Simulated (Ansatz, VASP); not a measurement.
**ZnSe in VASP and in Ansatz**

```
Zn Se
1.0
     4.10129    0.00000    0.00000
     0.00000    4.10129    0.00000
     0.00000    0.00000    6.47584
Zn Se
2 2
Direct
  0.00000 0.00000 0.00000
  0.50000 0.50000 0.00000
  0.00000 0.50000 0.23014
  0.50000 0.00000 0.76986
```

Alike in both runs: functional PBE; k mesh 8 × 8 × 6; occupations gaussian, width 0.02 eV; no spin polarisation.

Ansatz relaxed the structure, and its values are those at the end. VASP's run is a single point on that final structure, the one shown.

|  | VASP | Ansatz |
| --- | --- | --- |
| version | VASP 6.6.1 | Ansatz 0.2.0 |
| potentials or method | VASP PAW PBE potentials, release 64 (Zn, Se), cutoff 520 eV | scalar-relativistic, plane waves, PAW |
| valence electrons in the cell | 36 | 56 |

Ansatz gave:

| Quantity | Value |
| --- | --- |
| gap on the k mesh at the Fermi level (eV) | 2.04 |
| least direct gap on the mesh (eV) | 2.04 |
| pressure (GPa) | 0.0 |
| rms of the force components (eV/Å) | 0.000 |

**Question.** What did VASP give for the same quantities?

**Answer.** gap on the k mesh at the Fermi level (eV): 2.03; least direct gap on the mesh (eV): 2.03; pressure (GPa): 0.2; rms of the force components (eV/Å): 0.016.

VASP's potentials hold 36 valence electrons a cell and Ansatz's 56, so a difference there can come from the potentials and not from the codes.
